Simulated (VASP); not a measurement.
# Al2Cu (P4/mmm) in VASP: further runs

Runs on Al2Cu. Level: LDA. Tasks: single point, relaxation of cell and atoms.

Everything below comes from runs of VASP 6.6.1. Logs are shortened: lines on timing, memory, paths and dates and some standing lists are left out, and cuts for length are marked.

**1. The cell of the first run**

Symmetry: P4/mmm, No. 123, tetragonal system. The conventional cell has a = 4.042 Å, b = 4.042 Å, c = 2.821 Å, α = 90.00°, β = 90.00°, γ = 90.00°. Al (site symmetry mmm) has 4 Cu at 2.46 Å and 6 Al at 2.82 to 2.86 Å within 3.3 Å. Within 3.3 Å of Cu (site symmetry 4/mmm) lie 8 Al at 2.46 Å and 2 Cu at 2.82 Å.

**2. Single point, LDA**

INCAR reads:

```
ALGO = Normal
EDIFF = 1E-7
ENCUT = 520
GGA = CA
ISIF = 2
ISMEAR = 0
LASPH = T
LCHARG = F
LREAL = F
LWAVE = F
NBANDS = 16
NELM = 80
PREC = Accurate
SIGMA = 0.1
```

KPOINTS reads:

```
k-points
0
Gamma
  10 10 14
```

POSCAR reads:

```
Al2Cu
1.0
    4.0422638858      0.0000000000      0.0000000000
    0.0000000000      4.0422638858      0.0000000000
    0.0000000000      0.0000000000      2.8213781230
Al Cu
2 1
Direct
    0.5000000000      0.0000000000      0.5000000000
    0.0000000000      0.5000000000      0.5000000000
    0.0000000000      0.0000000000      0.0000000000
```

Potentials or basis: VASP PAW LDA potentials, release 64 (Al, Cu).

Launch:

```bash
> cat potpaw_LDA.64/Al/POTCAR potpaw_LDA.64/Cu/POTCAR > POTCAR
> mpirun -np 1 vasp_std > vasp.out
```

OUTCAR:

```text
EDIFF = 1E-7
   ENCUT = 520
   GGA = CA
   ISIF = 2
   ISMEAR = 0
   LASPH = T
   LREAL = F
   NELM = 80
   PREC = Accurate

 ion  position               nearest neighbor table
   1  0.500  0.000  0.500-   3 2.46   3 2.46   3 2.46   3 2.46   2 2.86   2 2.86   2 2.86   2 2.86

   2  0.000  0.500  0.500-   3 2.46   3 2.46   3 2.46   3 2.46   1 2.86   1 2.86   1 2.86   1 2.86

   3  0.000  0.000  0.000-   1 2.46   2 2.46   1 2.46   2 2.46   2 2.46   2 2.46   1 2.46   1 2.46

  LATTYP: Found a simple tetragonal cell.
 ALAT       =     4.0422638858
 C/A-ratio  =     0.6979698018

  Lattice vectors:

 A1 = (   4.0422638858,   0.0000000000,   0.0000000000)
 A2 = (   0.0000000000,   4.0422638858,   0.0000000000)
 A3 = (   0.0000000000,   0.0000000000,   2.8213781230)

Analysis of symmetry for initial positions (statically):
=====================================================================
 Subroutine PRICEL returns:
 Original cell was already a primitive cell.

 Routine SETGRP: Setting up the symmetry group for a
 simple tetragonal supercell.

 Subroutine GETGRP returns: Found 16 space group operations
 (whereof 16 operations were pure point group operations)
 out of a pool of 16 trial point group operations.

The static configuration has the point symmetry D_4h.

Analysis of symmetry for dynamics (positions and initial velocities):
=====================================================================
 Subroutine PRICEL returns:
 Original cell was already a primitive cell.

 Routine SETGRP: Setting up the symmetry group for a
 simple tetragonal supercell.

 Subroutine GETGRP returns: Found 16 space group operations
 (whereof 16 operations were pure point group operations)
 out of a pool of 16 trial point group operations.

The dynamic configuration has the point symmetry D_4h.

 Subroutine INISYM returns: Found 16 space group operations
 (whereof 16 operations are pure point group operations),
 and found     1 'primitive' translations

----------------------------------------------------------------------------------------

                                     Primitive cell

  volume of cell :      46.1010

  direct lattice vectors                    reciprocal lattice vectors
     4.042263886  0.000000000  0.000000000     0.247386125  0.000000000  0.000000000
     0.000000000  4.042263886  0.000000000     0.000000000  0.247386125  0.000000000
     0.000000000  0.000000000  2.821378123     0.000000000  0.000000000  0.354436717

  length of vectors
     4.042263886  4.042263886  2.821378123     0.247386125  0.247386125  0.354436717

  position of ions in fractional coordinates (direct lattice)
     0.500000000  0.000000000  0.500000000
     0.000000000  0.500000000  0.500000000
     0.000000000  0.000000000  0.000000000

  ion indices of the primitive-cell ions
   primitive index   ion index
                 1           1
                 2           2
                 3           3

----------------------------------------------------------------------------------------

 KPOINTS: k-points

Automatic generation of k-mesh.
 Grid dimensions read from file:
 generate k-points for:   10   10   14

 Generating k-lattice:

  Cartesian coordinates                     Fractional coordinates (reciprocal lattice)
     0.024738613  0.000000000  0.000000000     0.100000000  0.000000000  0.000000000
     0.000000000  0.024738613  0.000000000     0.000000000  0.100000000  0.000000000
     0.000000000  0.000000000  0.025316908     0.000000000  0.000000000  0.071428571

  Length of vectors
     0.024738613  0.024738613  0.025316908

  Shift w.r.t. Gamma in fractional coordinates (k-lattice)
     0.000000000  0.000000000  0.000000000

 Subroutine IBZKPT returns following result:
 ===========================================

 Found    168 irreducible k-points:

 Following reciprocal coordinates:
            Coordinates               Weight
  0.000000  0.000000  0.000000      1.000000
  0.100000  0.000000  0.000000      4.000000
  0.200000  0.000000  0.000000      4.000000
  0.300000  0.000000  0.000000      4.000000
  0.400000  0.000000  0.000000      4.000000
  0.500000  0.000000  0.000000      2.000000
[... 16 lines left out ...]
  0.100000  0.000000  0.071429      8.000000
  0.200000  0.000000  0.071429      8.000000
 [... further k-points ...]
   k-points           NKPTS =    168   k-points in BZ     NKDIM =    168   number of bands    NBANDS=     16
   number of dos      NEDOS =    301   number of ions     NIONS =      3
   total plane-waves  NPLWV =  21600
   dimension x,y,z NGX =    30 NGY =   30 NGZ =   24
   dimension x,y,z NGXF=    60 NGYF=   60 NGZF=   48
   ions per type =               2   1
   NGX,Y,Z   is equivalent  to a cutoff of  12.34, 12.34, 14.14 a.u.
   NGXF,Y,Z  is equivalent  to a cutoff of  24.68, 24.68, 28.28 a.u.
 SYSTEM =  unknown system
   PREC   = accura    normal or accurate (medium, high low for compatibility)
   ISTART =      0    job   : 0-new  1-cont  2-samecut
   ICHARG =      2    charge: 1-file 2-atom 10-const
   ISPIN  =      1    spin polarized calculation?
   LNONCOLLINEAR =      F non collinear calculations
   LSORBIT =      F    spin-orbit coupling
   LASPH  =      T    aspherical Exc in radial PAW
   ENCUT  =  520.0 eV  38.22 Ry    6.18 a.u.   7.52  7.52  5.25*2*pi/ulx,y,z
   NELM   =     80;   NELMIN=  2; NELMDL= -5     # of ELM steps
   EDIFF  = 0.1E-06   stopping-criterion for ELM
   LREAL  =      F    real-space projection
   EDIFFG = 0.1E-05   stopping-criterion for IOM
   NSW    =      0    number of steps for IOM
   IBRION =     -1    ionic relax: 0-MD 1-quasi-New 2-CG
   NFREE  =      0    steps in history (QN), initial steepest desc. (CG)
   ISIF   =      2    stress and relaxation
   ISYM   =      2    0-nonsym 1-usesym 2-fastsym
   POTIM  = 0.5000    time-step for ionic-motion
   TEBEG  =    0.0;   TEEND  =   0.0 temperature during run
   PSTRESS=    0.0 pullay stress
   NELECT =      17.0000    total number of electrons
   NUPDOWN=      -1.0000    fix difference up-down
   EMIN   =  10.00;   EMAX   =-10.00  energy-range for DOS
   EFERMI =   0.00;   METHOD = LEGACY
   ISMEAR =     0;   SIGMA  =   0.10  broadening in eV -4-tet -1-fermi 0-gaus
   EFERMI_NEDOS =   21; number of points for ismear=-14 and -15
   IALGO  =     38    algorithm
   IMIX   =      4    mixing-type and parameters
     AMIX     =   0.40;   BMIX     =  1.00
     AMIX_MAG =   1.60;   BMIX_MAG =  1.00
  volume/ion in A,a.u.               =      15.37       103.70
  Fermi-wavevector in a.u.,A,eV,Ry     =   1.173963  2.218468 18.751389  1.378188
  Thomas-Fermi vector in A             =   2.310367
   LORBIT       =      0    0 simple, 1 ext, 2 COOP (PROOUT), +10 PAW based schemes
   GGA     = CA    functional components
   LHFCALC =     F    Hartree Fock is set to
   AEXX    =    0.0000 exact exchange contribution
   IVDW    =     0    specifies the selected vdW correction
   LEPSILON=     F    determine dielectric tensor
   LRPA    =     F    only Hartree local field effects (RPA)
 non-spin polarized calculation
 Gauss-broadening in eV      SIGMA  =   0.10
  energy-cutoff  :      520.00
  volume of cell :       46.10
 maximum number of plane-waves:      1270
   NGX = 15   NGY = 15   NGZ = 11

 number of electron      17.0000004 magnetization

 Free energy of the ion-electron system (eV)
  ---------------------------------------------------
  ext. energy  EPLUGINS =         0.00000000
  ---------------------------------------------------
  free energy    TOTEN  =       -13.23026301 eV

  energy without entropy =      -13.22567258  energy(sigma->0) =      -13.22796780

 E-fermi :   7.5085     XC(G=0): -10.8153

 val. band max:        7.4911608722   @ k =   0.4000   0.4000   0.4286
 cond. band min:       7.5211727936   @ k =   0.2000   0.1000   0.5000
 fundamental gap:      0.0300119214
 Fermi energy:         7.5085146222

 k-point     1 :       0.0000    0.0000    0.0000
  band No.  band energies     occupation
      1      -3.3576      2.00000
      2       1.7984      2.00000
      3       2.2934      2.00000
      4       3.0054      2.00000
      5       3.2246      2.00000
      6       3.2246      2.00000
[... 8 lines left out ...]
     15      14.8552      0.00000
     16      20.5104      0.00000

 k-point     2 :       0.1000    0.0000    0.0000
  band No.  band energies     occupation
      1      -3.2710      2.00000
      2       1.7561      2.00000
      3       2.2747      2.00000
      4       2.9789      2.00000
      5       3.2218      2.00000
      6       3.2251      2.00000
[... 8 lines left out ...]
     15      15.9693      0.00000
     16      20.1703      0.00000

 k-point     3 :       0.2000    0.0000    0.0000
  band No.  band energies     occupation
      1      -3.0147      2.00000
      2       1.5163      2.00000
      3       2.2319      2.00000
      4       2.9163      2.00000
      5       3.2144      2.00000
      6       3.2264      2.00000
[... 8 lines left out ...]
     15      17.7662      0.00000
     16      19.3624      0.00000

 k-point     4 :       0.3000    0.0000    0.0000
  band No.  band energies     occupation
      1      -2.6046      2.00000
      2       0.8827      2.00000
      3       2.2157      2.00000
      4       2.8492      2.00000
      5       3.0933      2.00000
      6       3.2053      2.00000
[... 8 lines left out ...]
     15      18.4298      0.00000
     16      19.7244      0.00000

 k-point     5 :       0.4000    0.0000    0.0000
  band No.  band energies     occupation
      1      -2.0963      2.00000
      2       0.0867      2.00000
      3       2.2261      2.00000
      4       2.8011      2.00000
      5       2.9527      2.00000
      6       3.1980      2.00000
[... 8 lines left out ...]
     15      17.6166      0.00000
     16      19.5641      0.00000

 k-point     6 :       0.5000    0.0000    0.0000
  band No.  band energies     occupation
      1      -1.7711      2.00000
      2      -0.3550      2.00000
      3       2.2331      2.00000
      4       2.7839      2.00000
      5       2.9239      2.00000
      6       3.1952      2.00000
[... 8 lines left out ...]
     15      17.2410      0.00000
     16      18.8624      0.00000

 k-point     7 :       0.1000    0.1000    0.0000
  band No.  band energies     occupation
      1      -3.1842      2.00000
      2       1.7298      2.00000
      3       2.2503      2.00000
      4       2.9460      2.00000
      5       3.2220      2.00000
      6       3.2225      2.00000
[... 8 lines left out ...]
     15      16.7700      0.00000
     16      19.9980      0.00000

 k-point     8 :       0.2000    0.1000    0.0000
  band No.  band energies     occupation
      1      -2.9278      2.00000
      2       1.5371      2.00000
      3       2.1918      2.00000
      4       2.8695      2.00000
      5       3.2149      2.00000
      6       3.2236      2.00000
[... 8 lines left out ...]
     15      17.9481      0.00000
     16      19.3725      0.00000

 k-point     9 :       0.3000    0.1000    0.0000
  band No.  band energies     occupation
      1      -2.5172      2.00000
      2       0.9413      2.00000
      3       2.1773      2.00000
      4       2.7966      2.00000
      5       3.1354      2.00000
      6       3.2059      2.00000
[... 8 lines left out ...]
     15      18.4874      0.00000
     16      19.5048      0.00000
[... 172 lines left out ...]
 k-point    19 :       0.4000    0.4000    0.0000
  band No.  band energies     occupation
      1      -0.7773      2.00000
      2       0.9575      2.00000
      3       1.2256      2.00000
      4       2.2412      2.00000
      5       2.9430      2.00000
      6       3.2039      2.00000
[... 8 lines left out ...]
     15      18.3294      0.00000
     16      18.8209      0.00000

 k-point    20 :       0.5000    0.4000    0.0000
  band No.  band energies     occupation
      1      -0.3937      2.00000
      2       0.6262      2.00000
      3       1.3439      2.00000
      4       2.0605      2.00000
      5       2.8984      2.00000
      6       3.1458      2.00000
[... 8 lines left out ...]
     15      18.0564      0.00000
     16      18.6243      0.00000

 k-point    21 :       0.5000    0.5000    0.0000
  band No.  band energies     occupation
      1       0.0530      2.00000
      2       0.8553      2.00000
      3       0.8553      2.00000
      4       1.8431      2.00000
      5       2.8735      2.00000
      6       3.0541      2.00000
[... 8 lines left out ...]
     15      18.2133      0.00000
     16      18.2133      0.00000

 k-point    22 :       0.0000    0.0000    0.0714
  band No.  band energies     occupation
      1      -3.2603      2.00000
      2       1.8305      2.00000
      3       2.3324      2.00000
      4       3.0152      2.00000
      5       3.1266      2.00000
      6       3.1266      2.00000
[... 8 lines left out ...]
     15      16.2301      0.00000
     16      19.5892      0.00000

 k-point    23 :       0.1000    0.0000    0.0714
  band No.  band energies     occupation
      1      -3.1737      2.00000
      2       1.7893      2.00000
      3       2.3146      2.00000
      4       2.9871      2.00000
      5       3.1154      2.00000
      6       3.1329      2.00000
[... 8 lines left out ...]
     15      16.6508      0.00000
     16      19.0448      0.00000

 k-point    24 :       0.2000    0.0000    0.0714
  band No.  band energies     occupation
      1      -2.9179      2.00000
      2       1.5579      2.00000
      3       2.2716      2.00000
      4       2.9255      2.00000
      5       3.0761      2.00000
      6       3.1421      2.00000
[... 8 lines left out ...]
     15      17.8249      0.00000
     16      18.1015      0.00000

 [... further k-points ...]

------------------------ aborting loop because EDIFF is reached ----------------------------------------

  FORCE on cell =-STRESS in cart. coord.  units (eV):
  Direction    XX          YY          ZZ          XY          YZ          ZX
  --------------------------------------------------------------------------------------
  -------------------------------------------------------------------------------------
  Total        0.0728942      0.0728942      0.0772904      0.0000000     -0.0000000      0.0000000
  in kB        2.5333356      2.5333356      2.6861197      0.0000000     -0.0000000      0.0000000
  external PRESSURE =       2.5842636 kB  Pullay stress =       0.0000000 kB

 VOLUME and BASIS-vectors are now :
 -----------------------------------------------------------------------------
  energy-cutoff  :      520.00
  volume of cell :       46.10
      direct lattice vectors                 reciprocal lattice vectors
     4.042263886  0.000000000  0.000000000     0.247386125  0.000000000  0.000000000
     0.000000000  4.042263886  0.000000000     0.000000000  0.247386125  0.000000000
     0.000000000  0.000000000  2.821378123     0.000000000  0.000000000  0.354436717

 POSITION                                       TOTAL-FORCE (eV/Angst)
 -----------------------------------------------------------------------------------
      2.02113      0.00000      1.41069         0.000000      0.000000      0.000000
      0.00000      2.02113      1.41069         0.000000      0.000000      0.000000
      0.00000      0.00000      0.00000         0.000000      0.000000      0.000000
 -----------------------------------------------------------------------------------
    total drift:                                0.000000      0.000000      0.000000

  FREE ENERGIE OF THE ION-ELECTRON SYSTEM (eV)
  ---------------------------------------------------
  free  energy   TOTEN  =       -13.2302630097 eV

  energy  without entropy=      -13.2256725804  energy(sigma->0) =      -13.22796780
```

Wall time 46 s (1 thread of Intel Xeon 6975P-C (Granite Rapids), shared host); peak memory 0.23 GiB.

What came out:

- Free energy: -13.2303 eV
- Pressure: 0.3 GPa
- Band gap on the k mesh: zero (an odd number of electrons rules out a gap without spin polarisation)

Levels at points of the mesh, in eV from the Fermi level:
```csv
k point,band 5,band 6,band 7,band 8,band 9,band 10,band 11,band 12,band 13,band 14
"(0.00, 0.00, 0.00)",-4.28,-4.28,-2.50,-2.50,-0.02,0.85,6.29,6.29,6.39,7.17
"(0.50, 0.00, 0.00)",-4.58,-4.31,-4.28,-1.16,1.59,1.74,2.00,7.80,8.50,9.55
"(0.50, 0.50, 0.00)",-4.64,-4.45,-4.31,-4.31,-2.53,8.68,8.68,9.70,10.18,10.34
"(0.00, 0.00, 0.50)",-5.05,-4.30,-3.11,2.60,2.70,2.70,2.75,2.75,3.18,4.01
"(0.50, 0.00, 0.50)",-4.39,-4.37,-3.17,-2.53,-1.68,3.79,4.03,4.59,5.21,6.20
"(0.50, 0.50, 0.50)",-4.13,-3.57,-2.35,-2.35,-0.87,-0.86,0.09,0.09,2.42,11.98
```

**3. Single point, LDA**

INCAR reads:

```
PREC = Accurate
ENCUT = 520
EDIFF = 1E-7
ISMEAR = 0
SIGMA = 0.15
LREAL = False
LASPH = True
NELM = 100
ALGO = Normal
ISIF = 2
LWAVE = False
LCHARG = False
NBANDS = 16
```

KPOINTS reads:

```
regular mesh
0
Gamma
  10 10 14
```

POSCAR is that of step 2.

Potentials or basis: VASP PAW LDA potentials, release 64 (Al, Cu).

Launch:

```bash
> cat potpaw_LDA.64/Al/POTCAR potpaw_LDA.64/Cu/POTCAR > POTCAR
> mpirun -np 1 vasp_std > vasp.out
```

It took 57 s on 1 thread of Intel Xeon 6975P-C (Granite Rapids), shared host; peak memory 0.23 GiB.

Results (log left out):

```yaml
Free_energy: -13.2330 eV
Pressure: 0.3 GPa
Band_gap_on_the_k_mesh: zero (an odd number of electrons rules out a gap without spin polarisation)
```

Levels at points of the mesh, in eV from the Fermi level:
| k point | band 6 | band 7 | band 8 | band 9 | band 10 | band 11 | band 12 | band 13 |
| --- | --- | --- | --- | --- | --- | --- | --- | --- |
| (0.00, 0.00, 0.00) | -4.29 | -2.50 | -2.50 | -0.02 | 0.85 | 6.29 | 6.29 | 6.39 |
| (0.50, 0.00, 0.00) | -4.32 | -4.28 | -1.16 | 1.59 | 1.74 | 2.00 | 7.79 | 8.50 |
| (0.50, 0.50, 0.00) | -4.46 | -4.31 | -4.31 | -2.53 | 8.68 | 8.68 | 9.70 | 10.18 |
| (0.00, 0.00, 0.50) | -4.30 | -3.12 | 2.60 | 2.70 | 2.70 | 2.75 | 2.75 | 3.18 |
| (0.50, 0.00, 0.50) | -4.37 | -3.17 | -2.54 | -1.68 | 3.79 | 4.03 | 4.59 | 5.21 |
| (0.50, 0.50, 0.50) | -3.57 | -2.35 | -2.35 | -0.87 | -0.86 | 0.09 | 0.09 | 2.42 |

(Part 1 of 2 ends here.)

The gap in the log of VASP goes by the Fermi energy; the results here count the filled bands.